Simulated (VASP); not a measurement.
Set up this calculation in VASP 6.6.1, as the native input.

| Quantity | Value |
| --- | --- |
| Task | single point |
| Functional | PBE |
| Potentials or basis | VASP PAW PBE potentials, release 64 (Sn_d, Te) |
| Cutoff | 520 eV |
| k mesh | 10 × 10 × 10 |
| Occupations | gaussian, width 0.03 eV |
| Spin | no spin polarisation |
| Dipole correction | no |
| Further INCAR settings | ALGO = Normal; EDIFF = 1e-06; NBANDS = 17 |

The structure of SnTe lies in POSCAR:

```
SnTe
1.0
    0.0000000000      3.0618050000      3.2511950000
    3.0618050000      0.0000000000      3.2511950000
    3.0618050000      3.0618050000      0.0000000000
Sn Te
1 1
Direct
    0.0000000000      0.0000000000      0.0000000000
    0.5000000000      0.5000000000      0.5000000000
```

This cell differs from its parent crystal: strain -0.030 along x and y, +0.030 along z.

One way to write it, as run:

INCAR

```
PREC     = Accurate       # precision mode
ENCUT    = 520            # plane-wave cutoff, eV
EDIFF    = 1E-6           # SCF threshold, eV
ISMEAR   = 0              # smearing method
SIGMA    = 0.03           # smearing width, eV
LREAL    = False          # projectors in reciprocal space
LASPH    = True           # aspherical terms in the spheres
NELM     = 60             # most SCF steps
ALGO     = Normal         # electronic algorithm
ISIF     = 2              # what is computed and relaxed
LWAVE    = False          # write WAVECAR
LCHARG   = False          # write CHGCAR
GGA      = PE             # functional
NBANDS   = 17             # bands
```

KPOINTS

```
Automatic mesh
0
Gamma
  10 10 10
```

Potentials or basis: VASP PAW PBE potentials, release 64 (Sn_d, Te).

Run with:

```sh
$ cat potpaw_PBE.64/Sn_d/POTCAR potpaw_PBE.64/Te/POTCAR > POTCAR
$ mpirun -np 1 vasp_std > vasp.out
```

Results of the run:

```yaml
Pressure: 4.1 GPa
Band_gap_on_the_k_mesh: 0.10 eV, indirect (least direct gap 0.40 eV)
```

Caveat: the cell differs from its parent crystal (strain -0.030 along x and y, +0.030 along z); spin-orbit coupling is left out, which moves the levels of the heavy elements.

It took 47 s on 1 thread of Intel(R) Xeon(R) 6975P-C (Granite Rapids), on a shared host, peak memory 0.25 GiB.
